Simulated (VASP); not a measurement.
# TaN (P6/mmm) in VASP: further runs

TaN is run at these levels: PBEsol; tasks: single point.

Program: VASP 6.6.1. These are calculated values, not measurements. Logs are shortened: lines on timing, memory, paths and dates and some standing lists are left out, and cuts for length are marked.

## (1) The cell of the first run

Symmetry: P6/mmm, No. 191, hexagonal system. Conventional cell: a = 5.413 Å, b = 5.413 Å, c = 2.904 Å, α = 90.00°, β = 90.00°, γ = 120.00°. Ta (site symmetry 6/mmm) has 6 N at 2.71 Å and 14 Ta at 2.90 to 3.45 Å within 3.6 Å. Within 3.0 Å of Ta (site symmetry -6m2) lie 6 N at 2.13 Å and 2 Ta at 2.90 Å. N (site symmetry mmm) has 6 Ta at 2.13 to 2.71 Å and 6 N at 2.71 to 2.90 Å within 3.0 Å.

## (2) Single point, PBEsol (strain +0.040 along x and y, +0.000 along z)

Contents of INCAR:

```
  ALGO = Normal
  EDIFF = 1E-6
  ENCUT = 520
  GGA = PS
  ISIF = 2
  ISMEAR = 0
  LASPH = True
  LCHARG = False
  LREAL = False
  LWAVE = False
  NBANDS = 33
  NELM = 60
  PREC = Accurate
  SIGMA = 0.15
```

Contents of KPOINTS:

```
k-points
0
Gamma
  12 12 16
```

Contents of POSCAR:

```
TaN
1.0
    5.4132929895      0.0000000000      0.0000000000
   -2.7066464948      4.6880492470      0.0000000000
    0.0000000000      0.0000000000      2.9035873944
Ta N
3 3
Direct
    0.0000000000      0.0000000000      0.0000000000
    0.3333333333      0.6666666667      0.5000000000
    0.6666666667      0.3333333333      0.5000000000
    0.5000000000      0.0000000000      0.0000000000
    0.5000000000      0.5000000000      0.0000000000
    0.0000000000      0.5000000000      0.0000000000
```

Potentials or basis: VASP PAW PBE potentials, release 64 (Ta_pv, N).

Started as:

```
$ cat potpaw_PBE.64/Ta_pv/POTCAR potpaw_PBE.64/N/POTCAR > POTCAR
$ mpirun -np 1 vasp_std > vasp.out
```

OUTCAR:

```text
EDIFF = 1E-6
   ENCUT = 520
   GGA = PS
   ISIF = 2
   ISMEAR = 0
   LASPH = True
   LREAL = False
   NELM = 60
   PREC = Accurate

 ion  position               nearest neighbor table
   1  0.000  0.000  0.000-   2 3.45   3 3.45   2 3.45   3 3.45   2 3.45   2 3.45   3 3.45   3 3.45
                             3 3.45   3 3.45   2 3.45   2 3.45
   2  0.333  0.667  0.500-   4 2.13   4 2.13   6 2.13   6 2.13   5 2.13   5 2.13   3 3.13   3 3.13
                             3 3.13   1 3.45   1 3.45   1 3.45   1 3.45   1 3.45   1 3.45
   3  0.667  0.333  0.500-   4 2.13   4 2.13   6 2.13   6 2.13   5 2.13   5 2.13   2 3.13   2 3.13
                             2 3.13   1 3.45   1 3.45   1 3.45   1 3.45   1 3.45   1 3.45
   4  0.500  0.000  0.000-   2 2.13   3 2.13   2 2.13   3 2.13
   5  0.500  0.500  0.000-   2 2.13   3 2.13   2 2.13   3 2.13
   6  0.000  0.500  0.000-   2 2.13   3 2.13   2 2.13   3 2.13

  LATTYP: Found a hexagonal cell.
 ALAT       =     5.4132929895
 C/A-ratio  =     0.5363809792

  Lattice vectors:

 A1 = (   5.4132929895,   0.0000000000,   0.0000000000)
 A2 = (  -2.7066464948,   4.6880492470,   0.0000000000)
 A3 = (   0.0000000000,   0.0000000000,   2.9035873944)

Analysis of symmetry for initial positions (statically):
=====================================================================
 Subroutine PRICEL returns:
 Original cell was already a primitive cell.

 Routine SETGRP: Setting up the symmetry group for a
 hexagonal supercell.

 Subroutine GETGRP returns: Found 24 space group operations
 (whereof 24 operations were pure point group operations)
 out of a pool of 24 trial point group operations.

The static configuration has the point symmetry D_6h.

Analysis of symmetry for dynamics (positions and initial velocities):
=====================================================================
 Subroutine PRICEL returns:
 Original cell was already a primitive cell.

 Routine SETGRP: Setting up the symmetry group for a
 hexagonal supercell.

 Subroutine GETGRP returns: Found 24 space group operations
 (whereof 24 operations were pure point group operations)
 out of a pool of 24 trial point group operations.

The dynamic configuration has the point symmetry D_6h.

 Subroutine INISYM returns: Found 24 space group operations
 (whereof 24 operations are pure point group operations),
 and found     1 'primitive' translations

----------------------------------------------------------------------------------------

                                     Primitive cell

  volume of cell :      73.6866

  direct lattice vectors                    reciprocal lattice vectors
     5.413292990  0.000000000  0.000000000     0.184730441  0.106654170  0.000000000
    -2.706646495  4.688049247  0.000000000     0.000000000  0.213308339  0.000000000
     0.000000000  0.000000000  2.903587394     0.000000000  0.000000000  0.344401550

  length of vectors
     5.413292990  5.413292989  2.903587394     0.213308339  0.213308339  0.344401550

  position of ions in fractional coordinates (direct lattice)
     0.000000000  0.000000000  0.000000000
     0.333333333  0.666666667  0.500000000
     0.666666667  0.333333333  0.500000000
     0.500000000  0.000000000  0.000000000
     0.500000000  0.500000000  0.000000000
     0.000000000  0.500000000  0.000000000

  ion indices of the primitive-cell ions
   primitive index   ion index
                 1           1
                 2           2
                 3           3
                 4           4
                 5           5
                 6           6

----------------------------------------------------------------------------------------

 KPOINTS: k-points

Automatic generation of k-mesh.
 Grid dimensions read from file:
 generate k-points for:   12   12   16

 Generating k-lattice:

  Cartesian coordinates                     Fractional coordinates (reciprocal lattice)
     0.015394203  0.008887847  0.000000000     0.083333333 -0.000000000  0.000000000
     0.000000000  0.017775695  0.000000000     0.000000000  0.083333333  0.000000000
     0.000000000  0.000000000  0.021525097     0.000000000  0.000000000  0.062500000

  Length of vectors
     0.017775695  0.017775695  0.021525097

  Shift w.r.t. Gamma in fractional coordinates (k-lattice)
     0.000000000  0.000000000  0.000000000

 Subroutine IBZKPT returns following result:
 ===========================================

 Found    171 irreducible k-points:

 Following reciprocal coordinates:
            Coordinates               Weight
  0.000000  0.000000  0.000000      1.000000
  0.083333  0.000000  0.000000      6.000000
  0.166667  0.000000  0.000000      6.000000
  0.250000  0.000000  0.000000      6.000000
  0.333333  0.000000  0.000000      6.000000
  0.416667  0.000000  0.000000      6.000000
[... 16 lines left out ...]
  0.250000  0.000000  0.062500     12.000000
  0.333333  0.000000  0.062500     12.000000
 [... further k-points ...]
   k-points           NKPTS =    171   k-points in BZ     NKDIM =    171   number of bands    NBANDS=     33
   number of dos      NEDOS =    301   number of ions     NIONS =      6
   total plane-waves  NPLWV =  38400
   dimension x,y,z NGX =    40 NGY =   40 NGZ =   24
   dimension x,y,z NGXF=    80 NGYF=   80 NGZF=   48
   ions per type =               3   3
   NGX,Y,Z   is equivalent  to a cutoff of  12.28, 12.28, 13.74 a.u.
   NGXF,Y,Z  is equivalent  to a cutoff of  24.57, 24.57, 27.48 a.u.
 SYSTEM =  unknown system
   PREC   = accura    normal or accurate (medium, high low for compatibility)
   ISTART =      0    job   : 0-new  1-cont  2-samecut
   ICHARG =      2    charge: 1-file 2-atom 10-const
   ISPIN  =      1    spin polarized calculation?
   LNONCOLLINEAR =      F non collinear calculations
   LSORBIT =      F    spin-orbit coupling
   LASPH  =      T    aspherical Exc in radial PAW
   ENCUT  =  520.0 eV  38.22 Ry    6.18 a.u.  10.07 10.07  5.40*2*pi/ulx,y,z
   NELM   =     60;   NELMIN=  2; NELMDL= -5     # of ELM steps
   EDIFF  = 0.1E-05   stopping-criterion for ELM
   LREAL  =      F    real-space projection
[... 7 lines left out ...]
   TEBEG  =    0.0;   TEEND  =   0.0 temperature during run
   PSTRESS=    0.0 pullay stress
   NELECT =      48.0000    total number of electrons
   NUPDOWN=      -1.0000    fix difference up-down
   EMIN   =  10.00;   EMAX   =-10.00  energy-range for DOS
   EFERMI =   0.00;   METHOD = LEGACY
   ISMEAR =     0;   SIGMA  =   0.15  broadening in eV -4-tet -1-fermi 0-gaus
   EFERMI_NEDOS =   21; number of points for ismear=-14 and -15
   IALGO  =     38    algorithm
   IMIX   =      4    mixing-type and parameters
     AMIX     =   0.40;   BMIX     =  1.00
     AMIX_MAG =   1.60;   BMIX_MAG =  1.00
  volume/ion in A,a.u.               =      12.28        82.88
  Fermi-wavevector in a.u.,A,eV,Ry     =   1.419142  2.681789 27.401626  2.013963
  Thomas-Fermi vector in A             =   2.540193
   LORBIT       =      0    0 simple, 1 ext, 2 COOP (PROOUT), +10 PAW based schemes
   GGA     = PS    functional components
   LHFCALC =     F    Hartree Fock is set to
   AEXX    =    0.0000 exact exchange contribution
   IVDW    =     0    specifies the selected vdW correction
   LEPSILON=     F    determine dielectric tensor
   LRPA    =     F    only Hartree local field effects (RPA)
 non-spin polarized calculation
 Gauss-broadening in eV      SIGMA  =   0.15
  energy-cutoff  :      520.00
  volume of cell :       73.69
 maximum number of plane-waves:      2010
   NGX = 21   NGY = 21   NGZ = 11

 number of electron      48.0000000 magnetization

 Free energy of the ion-electron system (eV)
  ---------------------------------------------------
  ext. energy  EPLUGINS =         0.00000000
  ---------------------------------------------------
  free energy    TOTEN  =       -68.34025600 eV

  energy without entropy =      -68.33107554  energy(sigma->0) =      -68.33566577

 E-fermi :   7.1914     XC(G=0): -12.7426

 val. band max:        7.1714124558   @ k =   0.1667   0.0000   0.0625
 cond. band min:       7.1941551377   @ k =   0.0833   0.0833   0.2500
 fundamental gap:      0.0227426819
 Fermi energy:         7.1914078470

 k-point     1 :       0.0000    0.0000    0.0000
  band No.  band energies     occupation
      1     -28.9857      2.00000
      2     -28.9857      2.00000
      3     -28.6983      2.00000
      4     -28.6983      2.00000
      5     -28.4329      2.00000
      6     -28.3571      2.00000
[... 25 lines left out ...]
     32      10.2538      0.00000
     33      10.2538      0.00000

 k-point     2 :       0.0833    0.0000    0.0000
  band No.  band energies     occupation
      1     -28.9888      2.00000
      2     -28.9833      2.00000
      3     -28.6978      2.00000
      4     -28.6946      2.00000
      5     -28.4316      2.00000
      6     -28.3605      2.00000
[... 25 lines left out ...]
     32      10.2305      0.00000
     33      10.2731      0.00000

 k-point     3 :       0.1667    0.0000    0.0000
  band No.  band energies     occupation
      1     -28.9970      2.00000
      2     -28.9752      2.00000
      3     -28.6991      2.00000
      4     -28.6848      2.00000
      5     -28.4278      2.00000
      6     -28.3686      2.00000
[... 25 lines left out ...]
     32      10.1618      0.00000
     33      10.3303      0.00000

 k-point     4 :       0.2500    0.0000    0.0000
  band No.  band energies     occupation
      1     -29.0074      2.00000
      2     -28.9601      2.00000
      3     -28.7080      2.00000
      4     -28.6720      2.00000
      5     -28.4220      2.00000
      6     -28.3765      2.00000
[... 673 lines left out ...]
     32      10.0583      0.00000
     33      10.1498      0.00000

 k-point    23 :       0.2500    0.0000    0.0625
  band No.  band energies     occupation
      1     -29.0016      2.00000
      2     -28.9547      2.00000
      3     -28.7038      2.00000
      4     -28.6676      2.00000
      5     -28.4594      2.00000
      6     -28.3929      2.00000
[... 25 lines left out ...]
     32      10.1807      0.00000
     33      10.3567      0.00000

 k-point    24 :       0.3333    0.0000    0.0625
  band No.  band energies     occupation
      1     -29.0112      2.00000
      2     -28.9329      2.00000
      3     -28.7236      2.00000
      4     -28.6557      2.00000
      5     -28.4532      2.00000
      6     -28.4003      2.00000
[... 25 lines left out ...]
     32      10.1336      0.00000
     33      10.5629      0.00000

 [... further k-points ...]

------------------------ aborting loop because EDIFF is reached ----------------------------------------

  FORCE on cell =-STRESS in cart. coord.  units (eV):
  Direction    XX          YY          ZZ          XY          YZ          ZX
  --------------------------------------------------------------------------------------
  -------------------------------------------------------------------------------------
  Total       -9.3767558     -9.3767558     -5.9447908      0.0000000      0.0000000      0.0000000
  in kB     -203.8799829   -203.8799829   -129.2583350      0.0000000      0.0000000      0.0000000
  external PRESSURE =    -179.0061003 kB  Pullay stress =       0.0000000 kB

 VOLUME and BASIS-vectors are now :
 -----------------------------------------------------------------------------
  energy-cutoff  :      520.00
  volume of cell :       73.69
      direct lattice vectors                 reciprocal lattice vectors
     5.413292990  0.000000000  0.000000000     0.184730441  0.106654170  0.000000000
    -2.706646495  4.688049247  0.000000000     0.000000000  0.213308339  0.000000000
     0.000000000  0.000000000  2.903587394     0.000000000  0.000000000  0.344401550

 POSITION                                       TOTAL-FORCE (eV/Angst)
 -----------------------------------------------------------------------------------
      0.00000      0.00000      0.00000        -0.000000      0.000000      0.000000
     -0.00000      3.12537      1.45179         0.000000      0.000000      0.000000
      2.70665      1.56268      1.45179        -0.000000      0.000000      0.000000
      2.70665      0.00000      0.00000        -0.000000      0.000000      0.000000
      1.35332      2.34402      0.00000        -0.000000      0.000000      0.000000
     -1.35332      2.34402      0.00000        -0.000000      0.000000      0.000000
 -----------------------------------------------------------------------------------
    total drift:                               -0.000000      0.000000     -0.000000

  FREE ENERGIE OF THE ION-ELECTRON SYSTEM (eV)
  ---------------------------------------------------
  free  energy   TOTEN  =       -68.3402559975 eV

  energy  without entropy=      -68.3310755410  energy(sigma->0) =      -68.33566577
```

It took 2.4 min on 1 thread of Intel Xeon 6975P-C (Granite Rapids), shared host; peak memory 0.43 GiB.

Results:

```yaml
Free_energy: -68.3403 eV
Pressure: -17.9 GPa
Band_gap_on_the_k_mesh: zero (bands 24 and 25 overlap by 2.07 eV)
```

Levels at points of the mesh, in eV from the Fermi level:
```tsv
k point	band 20	band 21	band 22	band 23	band 24	band 25	band 26	band 27	band 28	band 29
(0.00, 0.00, 0.00)	-3.17	-2.83	-2.45	-2.27	-1.23	-1.23	0.59	1.06	1.06	1.95
(0.50, 0.00, 0.00)	-4.09	-3.23	-3.10	-1.71	-0.90	1.02	1.69	1.74	2.30	2.46
(0.00, 0.00, 0.50)	-3.33	-3.09	-3.09	-1.84	0.74	0.74	1.32	1.84	2.03	2.03
(0.50, 0.00, 0.50)	-4.19	-3.19	-2.81	-1.83	-1.24	0.91	1.15	2.74	2.87	3.55
```

Caveat: the cell differs from its parent crystal (strain +0.040 along x and y, +0.000 along z); the stress differs along the axes, from -20 to -13 GPa; the PAW data sets were made with another functional, which shifts forces and pressure a little; spin-orbit coupling is left out, which moves the levels of the heavy elements.

## (3) Single point, PBEsol (strain +0.080 along x and y, -0.040 along z)

Contents of INCAR:

```
SYSTEM = TaN
PREC = Accurate
ENCUT = 520
EDIFF = 1E-7
ISMEAR = 0
SIGMA = 0.15
LREAL = .FALSE.
LASPH = .TRUE.
NELM = 60
ALGO = Normal
ISIF = 2
LWAVE = .FALSE.
LCHARG = .FALSE.
GGA = PS
NBANDS = 33
```

Contents of KPOINTS:

```
regular mesh
0
G
  12 12 16
  0 0 0
```

POSCAR: that of step 2 with these lines changed.

```diff
@@ -2,5 +2,5 @@
 1.0
-    5.4132929895      0.0000000000      0.0000000000
-   -2.7066464948      4.6880492470      0.0000000000
-    0.0000000000      0.0000000000      2.9035873944
+    5.6214965660      0.0000000000      0.0000000000
+   -2.8107482830      4.8683588335      0.0000000000
+    0.0000000000      0.0000000000      2.7874438986
 Ta N
```

Potentials or basis: VASP PAW PBE potentials, release 64 (Ta_pv, N).

Started as:

```
$ cat potpaw_PBE.64/Ta_pv/POTCAR potpaw_PBE.64/N/POTCAR > POTCAR
$ mpirun -np 1 vasp_std > vasp.out
```

It took 3.4 min on 1 thread of Intel Xeon 6975P-C (Granite Rapids), shared host; peak memory 0.44 GiB.

It converged, with:

* Free energy: -67.4985 eV
* Pressure: -18.8 GPa
* Band gap on the k mesh: zero (bands 24 and 25 overlap by 2.12 eV)

Stress tensor (GPa, compression positive):
```
-31.05   0.00   0.00
  0.00 -31.05   0.00
  0.00   0.00   5.79
```

Levels at points of the mesh, in eV from the Fermi level:
```tsv
k point	band 22	band 23	band 24	band 25	band 26	band 27
(0.00, 0.00, 0.00)	-2.60	-2.21	-1.32	-1.32	-0.07	1.00
(0.50, 0.00, 0.00)	-3.32	-1.87	-1.26	0.82	1.34	1.96
(0.00, 0.00, 0.50)	-3.09	-1.82	0.76	0.76	1.16	1.63
(0.50, 0.00, 0.50)	-2.68	-1.47	-1.35	0.90	1.13	2.39
```

Caveat: the cell differs from its parent crystal (strain +0.080 along x and y, -0.040 along z); the stress differs along the axes, from -31 to 6 GPa; the PAW data sets were made with another functional, which shifts forces and pressure a little; spin-orbit coupling is left out, which moves the levels of the heavy elements.

## (4) Single point, PBEsol (strain +0.080 along x and y, +0.000 along z)

Contents of INCAR:

```
SYSTEM = TaN
  PREC = Accurate
  ENCUT = 520
  EDIFF = 1E-6
  ISMEAR = 0
  SIGMA = 0.15
  LREAL = .False.
  LASPH = .True.
  NELM = 60
  ALGO = Normal
  ISIF = 2
  LWAVE = .False.
  LCHARG = .False.
  GGA = PS
  NBANDS = 33
```

Contents of KPOINTS:

```
regular mesh
0
Gamma
  12 12 16
  0 0 0
```

POSCAR: that of step 3 with these lines changed.

```diff
@@ -4,3 +4,3 @@
    -2.8107482830      4.8683588335      0.0000000000
-    0.0000000000      0.0000000000      2.7874438986
+    0.0000000000      0.0000000000      2.9035873944
 Ta N
```

Started as:

```
$ cat potpaw_PBE.64/Ta_pv/POTCAR potpaw_PBE.64/N/POTCAR > POTCAR
$ mpirun -np 1 vasp_std > vasp.out
```

Wall time 4 min (1 thread of Intel Xeon 6975P-C (Granite Rapids), shared host); peak memory 0.44 GiB.

The run converged. Its results:

| Property | Result |
| --- | --- |
| Free energy | -67.3321 eV |
| Pressure | -30.3 GPa |
| Band gap on the k mesh | zero (bands 24 and 25 overlap by 1.93 eV) |

Stress tensor (GPa, compression positive):
```
-34.71   0.00   0.00
  0.00 -34.71   0.00
  0.00   0.00 -21.52
```

Levels at points of the mesh, in eV from the Fermi level:
```
           k point  band 20  band 21  band 22  band 23  band 24  band 25  band 26  band 27  band 28  band 29
(0.00, 0.00, 0.00)    -3.25    -2.49    -2.41    -2.35    -1.17    -1.17     0.17     1.24     1.24     1.40
(0.50, 0.00, 0.00)    -3.59    -3.21    -3.10    -1.70    -1.02     0.83     1.43     1.71     2.03     2.29
(0.00, 0.00, 0.50)    -2.98    -2.95    -2.95    -1.72     0.66     0.66     1.04     1.65     1.65     2.08
(0.50, 0.00, 0.50)    -3.88    -2.94    -2.52    -1.52    -1.23     0.82     1.01     2.31     2.45     3.15
```

Caveat: the cell differs from its parent crystal (strain +0.080 along x and y, +0.000 along z); the stress differs along the axes, from -35 to -22 GPa; the PAW data sets were made with another functional, which shifts forces and pressure a little; spin-orbit coupling is left out, which moves the levels of the heavy elements.

## (5) The runs side by side

```tsv
cell	gap on the mesh (eV)	pressure (GPa)
a = 5.413, b = 5.413, c = 2.904 Å, angles 90.0, 90.0, 120.0°, 6 atoms	none	-17.9
a = 5.621, b = 5.621, c = 2.787 Å, angles 90.0, 90.0, 120.0°, 6 atoms	none	-18.8
a = 5.621, b = 5.621, c = 2.904 Å, angles 90.0, 90.0, 120.0°, 6 atoms	none	-30.3
```

Alike in all rows: task single point; level PBEsol; potentials or basis VASP PAW PBE potentials, release 64 (Ta_pv, N); no spin polarisation; k mesh 12 × 12 × 16; cutoff (eV) 520; smearing gaussian 0.15 eV.

Caveats: the PAW data sets were made with another functional, which shifts forces and pressure a little; spin-orbit coupling is left out, which moves the levels of the heavy elements; the stress differs along the axes, from -20 to -13 GPa (at least some runs); the stress differs along the axes, from -31 to 6 GPa (at least some runs); the stress differs along the axes, from -35 to -22 GPa (at least some runs).

Absolute energies hang on the potentials; compare differences alone.

The gap in the log of VASP goes by the Fermi energy; the results here count the filled bands.